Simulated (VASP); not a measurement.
# FePdC4N4 (P-43m) in VASP: single point with PBE

Aim: the single point of FePdC4N4 with PBE.

Program: VASP 6.6.1. These are calculated values, not measurements. Logs are shortened: lines on timing, memory, paths and dates and some standing lists are left out, and cuts for length are marked.

### 1 The cell of the first run

The structure is cubic, space group P-43m (No. 215). The conventional cell has a = 5.933 Å, b = 5.933 Å, c = 5.933 Å, α = 90.00°, β = 90.00°, γ = 90.00°. Within 2.6 Å of Fe (site symmetry -43m) lie 4 C at 1.94 Å. Pd (site symmetry -43m) has 4 N at 2.03 Å within 2.7 Å. C (site symmetry 3m) has 1 N at 1.17 Å within 1.6 Å. Within 1.6 Å of N (site symmetry 3m) lie 1 C at 1.17 Å.

### 2 Single point, PBE, collinear spin, ferromagnetic start

Contents of INCAR:

```
SYSTEM = FePdC4N4
ALGO = Normal ; EDIFF = 1E-6
ENCUT = 520 ; GGA = PE
ISIF = 2 ; ISMEAR = 0
ISPIN = 2 ; LASPH = .True.
LCHARG = .False. ; LMAXMIX = 4
LORBIT = 11 ; LREAL = .False.
LWAVE = .False. ; MAGMOM = 4 0 0 0 0 0 0 0 0 0
NBANDS = 42 ; NELM = 150
PREC = Accurate ; SIGMA = 0.1
```

Contents of KPOINTS:

```
k-points
0
Gamma
  4 4 4
  0 0 0
```

Contents of POSCAR:

```
FePdC4N4
1.0
    5.9328513700      0.0000000000      0.0000000000
    0.0000000000      5.9328513700      0.0000000000
    0.0000000000      0.0000000000      5.9328513700
Fe Pd C N
1 1 4 4
Direct
    0.0000000000      0.0000000000      0.0000000000
    0.5000000000      0.5000000000      0.5000000000
    0.1885947800      0.1885947800      0.1885947800
    0.1885947800      0.8114052200      0.8114052200
    0.8114052200      0.1885947800      0.8114052200
    0.8114052200      0.8114052200      0.1885947800
    0.3024523200      0.3024523200      0.3024523200
    0.3024523200      0.6975476800      0.6975476800
    0.6975476800      0.3024523200      0.6975476800
    0.6975476800      0.6975476800      0.3024523200
```

Potentials or basis: VASP PAW PBE potentials, release 64 (Fe, Pd, C, N).

Run with:

```
cat potpaw_PBE.64/Fe/POTCAR potpaw_PBE.64/Pd/POTCAR potpaw_PBE.64/C/POTCAR potpaw_PBE.64/N/POTCAR > POTCAR
mpirun -np 1 vasp_std > vasp.out
```

OUTCAR:

```text
SYSTEM = FePdC4N4
   EDIFF = 1E-6
   ENCUT = 520
   GGA = PE
   ISIF = 2
   ISMEAR = 0
   ISPIN = 2
   LASPH = .True.
   LORBIT = 11
   LREAL = .False.
   NELM = 150
   PREC = Accurate

 ion  position               nearest neighbor table
   1  0.000  0.000  0.000-   3 1.94   4 1.94   5 1.94   6 1.94
   2  0.500  0.500  0.500-   7 2.03   8 2.03   9 2.03  10 2.03
   3  0.189  0.189  0.189-   7 1.17   1 1.94
   4  0.189  0.811  0.811-   8 1.17   1 1.94
   5  0.811  0.189  0.811-   9 1.17   1 1.94
   6  0.811  0.811  0.189-  10 1.17   1 1.94
   7  0.302  0.302  0.302-   3 1.17   2 2.03
   8  0.302  0.698  0.698-   4 1.17   2 2.03
   9  0.698  0.302  0.698-   5 1.17   2 2.03
  10  0.698  0.698  0.302-   6 1.17   2 2.03

  LATTYP: Found a simple cubic cell.
 ALAT       =     5.9328513700

  Lattice vectors:

 A1 = (   5.9328513700,   0.0000000000,   0.0000000000)
 A2 = (   0.0000000000,   5.9328513700,   0.0000000000)
 A3 = (   0.0000000000,   0.0000000000,   5.9328513700)

Analysis of symmetry for initial positions (statically):
=====================================================================
 Subroutine PRICEL returns:
 Original cell was already a primitive cell.

 Routine SETGRP: Setting up the symmetry group for a
 simple cubic supercell.

 Subroutine GETGRP returns: Found 24 space group operations
 (whereof 24 operations were pure point group operations)
 out of a pool of 48 trial point group operations.

The static configuration has the point symmetry T_d .

Analysis of symmetry for dynamics (positions and initial velocities):
=====================================================================
 Subroutine PRICEL returns:
 Original cell was already a primitive cell.

 Routine SETGRP: Setting up the symmetry group for a
 simple cubic supercell.

 Subroutine GETGRP returns: Found 24 space group operations
 (whereof 24 operations were pure point group operations)
 out of a pool of 48 trial point group operations.

The dynamic configuration has the point symmetry T_d .

Analysis of structural, dynamic, and magnetic symmetry:
=====================================================================
 Subroutine PRICEL returns:
 Original cell was already a primitive cell.

 Routine SETGRP: Setting up the symmetry group for a
 simple cubic supercell.

 Subroutine GETGRP returns: Found 24 space group operations
 (whereof 24 operations were pure point group operations)
 out of a pool of 48 trial point group operations.

The overall configuration has the point symmetry T_d .

 Subroutine INISYM returns: Found 24 space group operations
 (whereof 24 operations are pure point group operations),
 and found     1 'primitive' translations

----------------------------------------------------------------------------------------

                                     Primitive cell

  volume of cell :     208.8288

  direct lattice vectors                    reciprocal lattice vectors
     5.932851370  0.000000000  0.000000000     0.168553017  0.000000000  0.000000000
     0.000000000  5.932851370  0.000000000     0.000000000  0.168553017  0.000000000
     0.000000000  0.000000000  5.932851370     0.000000000  0.000000000  0.168553017

  length of vectors
     5.932851370  5.932851370  5.932851370     0.168553017  0.168553017  0.168553017

  position of ions in fractional coordinates (direct lattice)
     0.000000000  0.000000000  0.000000000
     0.500000000  0.500000000  0.500000000
     0.188594780  0.188594780  0.188594780
     0.188594780  0.811405220  0.811405220
     0.811405220  0.188594780  0.811405220
     0.811405220  0.811405220  0.188594780
     0.302452320  0.302452320  0.302452320
     0.302452320  0.697547680  0.697547680
     0.697547680  0.302452320  0.697547680
     0.697547680  0.697547680  0.302452320

  ion indices of the primitive-cell ions
   primitive index   ion index
                 1           1
                 2           2
                 3           3
                 4           4
                 5           5
                 6           6
                 7           7
                 8           8
                 9           9
                10          10

----------------------------------------------------------------------------------------

 KPOINTS: k-points

Automatic generation of k-mesh.
 Grid dimensions read from file:
 generate k-points for:    4    4    4

 Generating k-lattice:

  Cartesian coordinates                     Fractional coordinates (reciprocal lattice)
     0.042138254  0.000000000  0.000000000     0.250000000  0.000000000  0.000000000
     0.000000000  0.042138254  0.000000000     0.000000000  0.250000000  0.000000000
     0.000000000  0.000000000  0.042138254     0.000000000  0.000000000  0.250000000

  Length of vectors
     0.042138254  0.042138254  0.042138254

  Shift w.r.t. Gamma in fractional coordinates (k-lattice)
     0.000000000  0.000000000  0.000000000

 Subroutine IBZKPT returns following result:
 ===========================================

 Found     10 irreducible k-points:

 Following reciprocal coordinates:
            Coordinates               Weight
  0.000000  0.000000  0.000000      1.000000
  0.250000  0.000000  0.000000      6.000000
  0.500000  0.000000  0.000000      3.000000
  0.250000  0.250000  0.000000     12.000000
  0.500000  0.250000  0.000000     12.000000
  0.500000  0.500000  0.000000      3.000000
  0.250000  0.250000  0.250000      8.000000
  0.500000  0.250000  0.250000     12.000000
  0.500000  0.500000  0.250000      6.000000
  0.500000  0.500000  0.500000      1.000000
   k-points           NKPTS =     10   k-points in BZ     NKDIM =     10   number of bands    NBANDS=     42
   number of dos      NEDOS =    301   number of ions     NIONS =     10
   total plane-waves  NPLWV = 110592
   dimension x,y,z NGX =    48 NGY =   48 NGZ =   48
   dimension x,y,z NGXF=    96 NGYF=   96 NGZF=   96
   ions per type =               1   1   4   4
   NGX,Y,Z   is equivalent  to a cutoff of  13.45, 13.45, 13.45 a.u.
   NGXF,Y,Z  is equivalent  to a cutoff of  26.90, 26.90, 26.90 a.u.
 SYSTEM =  FePdC4N4
   PREC   = accura    normal or accurate (medium, high low for compatibility)
   ISTART =      0    job   : 0-new  1-cont  2-samecut
   ICHARG =      2    charge: 1-file 2-atom 10-const
   ISPIN  =      2    spin polarized calculation?
   LNONCOLLINEAR =      F non collinear calculations
   LSORBIT =      F    spin-orbit coupling
   LASPH  =      T    aspherical Exc in radial PAW
   ENCUT  =  520.0 eV  38.22 Ry    6.18 a.u.  11.03 11.03 11.03*2*pi/ulx,y,z
   NELM   =    150;   NELMIN=  2; NELMDL= -5     # of ELM steps
   EDIFF  = 0.1E-05   stopping-criterion for ELM
   LREAL  =      F    real-space projection
   EDIFFG = 0.1E-04   stopping-criterion for IOM
   NSW    =      0    number of steps for IOM
   IBRION =     -1    ionic relax: 0-MD 1-quasi-New 2-CG
   NFREE  =      0    steps in history (QN), initial steepest desc. (CG)
   ISIF   =      2    stress and relaxation
   ISYM   =      2    0-nonsym 1-usesym 2-fastsym
   POTIM  = 0.5000    time-step for ionic-motion
   TEBEG  =    0.0;   TEEND  =   0.0 temperature during run
   PSTRESS=    0.0 pullay stress
   NELECT =      54.0000    total number of electrons
   NUPDOWN=      -1.0000    fix difference up-down
   EMIN   =  10.00;   EMAX   =-10.00  energy-range for DOS
   EFERMI =   0.00;   METHOD = LEGACY
   ISMEAR =     0;   SIGMA  =   0.10  broadening in eV -4-tet -1-fermi 0-gaus
   EFERMI_NEDOS =   21; number of points for ismear=-14 and -15
   IALGO  =     38    algorithm
   IMIX   =      4    mixing-type and parameters
     AMIX     =   0.40;   BMIX     =  1.00
     AMIX_MAG =   1.60;   BMIX_MAG =  1.00
  volume/ion in A,a.u.               =      20.88       140.92
  Fermi-wavevector in a.u.,A,eV,Ry     =   1.042980  1.970946 14.800514  1.087807
  Thomas-Fermi vector in A             =   2.177669
   LORBIT       =     11    0 simple, 1 ext, 2 COOP (PROOUT), +10 PAW based schemes
   GGA     = PE    functional components
   LHFCALC =     F    Hartree Fock is set to
   AEXX    =    0.0000 exact exchange contribution
   IVDW    =     0    specifies the selected vdW correction
   LEPSILON=     F    determine dielectric tensor
   LRPA    =     F    only Hartree local field effects (RPA)
 spin polarized calculation
 Gauss-broadening in eV      SIGMA  =   0.10
  energy-cutoff  :      520.00
  volume of cell :      208.83
 maximum number of plane-waves:      5656
 NGX is ok and might be reduce to    48
   NGX = 23   NGY = 23   NGZ = 23

 number of electron      54.0000021 magnetization       4.7879223

 Free energy of the ion-electron system (eV)
  ---------------------------------------------------
  ext. energy  EPLUGINS =         0.00000000
  ---------------------------------------------------
  free energy    TOTEN  =       -76.33201954 eV

  energy without entropy =      -76.27408808  energy(sigma->0) =      -76.30305381

 E-fermi :  -1.4411     XC(G=0):  -7.1979

 val. band max:       -1.4450920949   @ k =   0.5000   0.5000   0.2500
 cond. band min:      -1.4410297899   @ k =   0.5000   0.2500   0.2500
 fundamental gap:      0.0040623050
 Fermi energy:        -1.4411283624

 spin component 1

 k-point     1 :       0.0000    0.0000    0.0000
  band No.  band energies     occupation
      1     -18.8410      1.00000
      2     -18.7401      1.00000
      3     -18.7401      1.00000
      4     -18.7401      1.00000
      5      -9.1548      1.00000
      6      -8.5603      1.00000
[... 31 lines left out ...]
     38       4.3775      0.00000
     39       4.3775      0.00000
[... 376 lines left out ...]
     38       4.2821      0.00000
     39       6.2180      0.00000
 Fermi energy:        -1.4411283624

 spin component 2

 k-point     1 :       0.0000    0.0000    0.0000
  band No.  band energies     occupation
      1     -18.6676      1.00000
      2     -18.5658      1.00000
      3     -18.5658      1.00000
      4     -18.5658      1.00000
      5      -8.9319      1.00000
      6      -8.2944      1.00000
[... 31 lines left out ...]
     38       4.5120      0.00000
     39       4.5120      0.00000
[... 376 lines left out ...]
     38       4.4105      0.00000
     39       6.4673      0.00000
 [bands above 39 left out]

------------------------ aborting loop because EDIFF is reached ----------------------------------------

  FORCE on cell =-STRESS in cart. coord.  units (eV):
  Direction    XX          YY          ZZ          XY          YZ          ZX
  --------------------------------------------------------------------------------------
  -------------------------------------------------------------------------------------
  Total        3.0186244      3.0186244      3.0186244      0.0000000     -0.0000000      0.0000000
  in kB       23.1595040     23.1595040     23.1595040      0.0000000     -0.0000000      0.0000000
  external PRESSURE =      23.1595040 kB  Pullay stress =       0.0000000 kB

 VOLUME and BASIS-vectors are now :
 -----------------------------------------------------------------------------
  energy-cutoff  :      520.00
  volume of cell :      208.83
      direct lattice vectors                 reciprocal lattice vectors
     5.932851370  0.000000000  0.000000000     0.168553017  0.000000000  0.000000000
     0.000000000  5.932851370  0.000000000     0.000000000  0.168553017  0.000000000
     0.000000000  0.000000000  5.932851370     0.000000000  0.000000000  0.168553017

 POSITION                                       TOTAL-FORCE (eV/Angst)
 -----------------------------------------------------------------------------------
      0.00000      0.00000      0.00000        -0.000000     -0.000000      0.000000
      2.96643      2.96643      2.96643        -0.000000     -0.000000      0.000000
      1.11890      1.11890      1.11890        -0.460890     -0.460890     -0.460890
      1.11890      4.81395      4.81395        -0.460890      0.460890      0.460890
      4.81395      1.11890      4.81395         0.460890     -0.460890      0.460890
      4.81395      4.81395      1.11890         0.460890      0.460890     -0.460890
      1.79440      1.79440      1.79440         0.320465      0.320465      0.320465
      1.79440      4.13845      4.13845         0.320465     -0.320465     -0.320465
      4.13845      1.79440      4.13845        -0.320465      0.320465     -0.320465
      4.13845      4.13845      1.79440        -0.320465     -0.320465      0.320465
 -----------------------------------------------------------------------------------
    total drift:                               -0.000000     -0.000000     -0.000000

  FREE ENERGIE OF THE ION-ELECTRON SYSTEM (eV)
  ---------------------------------------------------
  free  energy   TOTEN  =       -76.3320195372 eV

  energy  without entropy=      -76.2740880771  energy(sigma->0) =      -76.30305381

 total charge

# of ion       s       p       d       tot
------------------------------------------
    1        0.490   0.691   6.031   7.212
    2        0.426   0.671   8.291   9.388
    3        0.964   1.636   0.000   2.600
    4        0.964   1.636   0.000   2.600
    5        0.964   1.636   0.000   2.600
    6        0.964   1.636   0.000   2.600
    7        1.305   2.559   0.000   3.864
    8        1.305   2.559   0.000   3.864
    9        1.305   2.559   0.000   3.864
   10        1.305   2.559   0.000   3.864
--------------------------------------------------
tot          9.994  18.141  14.322  42.457

 magnetization (x)

# of ion       s       p       d       tot
------------------------------------------
    1        0.019   0.142   3.004   3.165
    2        0.001   0.023   0.624   0.648
    3        0.011  -0.004   0.000   0.007
    4        0.011  -0.004   0.000   0.007
    5        0.011  -0.004   0.000   0.007
    6        0.011  -0.004   0.000   0.007
    7        0.013   0.104   0.000   0.117
    8        0.013   0.104   0.000   0.117
    9        0.013   0.104   0.000   0.117
   10        0.013   0.104   0.000   0.117
--------------------------------------------------
tot          0.116   0.565   3.628   4.309
```

Wall time 6.1 min (1 thread of Intel Xeon Platinum 8488C (Sapphire Rapids), shared host); peak memory 0.49 GiB.

What came out:

- Free energy: -76.3320 eV
- Pressure: 2.3 GPa
- Largest force: 0.798 eV/Å
- Net moment: 4.79 μB per cell
- Site moments: Fe +3.17; Pd +0.65; C +0.01; N +0.12 μB
- Valence electrons inside the program's atomic spheres: Fe 7.21; Pd 9.39; C 2.60; N 3.86

Forces on the atoms (eV/Å):
```
Fe   0.000  0.000  0.000
Pd   0.000  0.000  0.000
C   -0.461 -0.461 -0.461
C   -0.461  0.461  0.461
C    0.461 -0.461  0.461
C    0.461  0.461 -0.461
N    0.320  0.320  0.320
N    0.320 -0.320 -0.320
N   -0.320  0.320 -0.320
N   -0.320 -0.320  0.320
```

Caveat: a cell with one magnetic atom can't hold antiferromagnetic order, which such compounds often take. With open d or f shells a metallic result of PBE can be an artefact of self-interaction; +U or a hybrid may open a gap.
